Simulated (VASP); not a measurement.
Crystal: Y3Si2F.

```xyz
6
Lattice="4.0564 0.0000 0.0000 0.0000 4.0564 0.0000 0.0000 0.0000 7.1224" Properties=species:S:1:pos:R:3 pbc="T T T"
Y     2.0282    2.0282    3.1888
Y     2.0282    2.0282    6.0153
Y     0.0000    0.0000    1.4550
Si    2.0282    0.0000    5.6010
Si    0.0000    2.0282    5.6010
F     0.0000    0.0000    4.6169
```

| Item | Value |
| --- | --- |
| Program | VASP 6.6.1 |
| Task | relaxation of cell and atoms |
| Functional | PBE |
| Potentials or basis | VASP PAW PBE potentials, release 64 (Y_sv, Si, F) |
| Cutoff | 600 eV |
| k mesh | 4 × 4 × 4 |
| Occupations | gaussian, width 0.1 eV |
| Spin | no spin polarisation |

At the start: pressure 37.9 GPa; volume 19.53 Å³/atom.

Problem. How do energy, volume and symmetry change on relaxing?

Solution. Over 37 steps the energy falls by 2586.5 meV/atom and the volume is 22.73 Å³/atom (+16.3 %); space group P4mm (No. 99, to 0.05 Å).

The path:
```
step  energy change (eV)  largest force (eV/Å)  pressure (GPa)  volume (Å³)
   1              0.0000                9.3420           37.89       117.20
   2             -9.4376                1.3220           -9.47       209.70
   3            -10.2302                3.2952           -4.38       181.51
   4            -11.5774                2.7737           -3.96       168.11
   5            -12.3874                1.2994            5.67       130.42
   6            -12.7374                1.5018            0.06       144.77
   7            -12.7747                1.5080            1.10       141.13
   8            -13.0069                1.5894           -0.48       143.55
   9            -13.1505                1.5113           -1.96       146.67
  10            -13.2986                1.3638           -1.42       145.83
  11            -13.6096                1.4149            1.15       143.20
  12            -13.8450                1.6068            1.32       143.39
  13            -14.4537                2.6020            1.75       143.38
  14            -14.5671                6.9923            4.48       140.83
  15            -14.7116                5.3209            3.31       142.04
  16            -14.8828                4.5406            2.22       142.73
  17            -15.1875                2.6401           -0.41       144.43
  18            -15.0386                1.4938           -3.16       146.29
  19            -15.2263                1.6888           -1.62       145.32
  20            -15.2268                1.7958           -1.48       145.23
  21            -15.2773                1.5980           -1.43       144.53
  22            -15.3920                1.0877           -1.13       142.42
  23            -15.4610                0.3617           -0.03       138.22
  24            -15.4641                0.4646           -0.26       138.91
  25            -15.4731                0.3669           -0.42       138.87
  26            -15.4908                0.2591           -0.88       138.73
  27            -15.4869                0.4418           -1.69       138.39
  28            -15.4954                0.3293           -1.24       138.60
  29            -15.5051                0.2763           -0.86       137.51
  30            -15.5151                0.1586           -0.01       135.19
  31            -15.5153                0.1406            0.13       134.84
  32            -15.5161                0.1189            0.13       134.98
  33            -15.5175                0.0553            0.14       135.38
  34            -15.5176                0.0658            0.15       135.53
  35            -15.5183                0.0750           -0.04       136.01
  36            -15.5184                0.0813           -0.16       136.33
  37            -15.5191                0.0397           -0.11       136.36
```

Final structure:
```
CELL_PARAMETERS angstrom
4.06867 0.00000 0.00000
0.00000 4.06867 0.00000
0.00000 0.00000 8.23704
ATOMIC_POSITIONS crystal
Y 0.50000 0.50000 0.52498
Y 0.50000 0.50000 0.01000
Y 0.00000 0.00000 0.18551
Si 0.50000 0.00000 0.77735
Si 0.00000 0.50000 0.77735
F 0.00000 0.00000 0.44239
```

Caveat: the k points lie up to 0.39 Å⁻¹ apart in the final cell; the volume moved by over 15 % at a fixed basis, so the end points are rough.
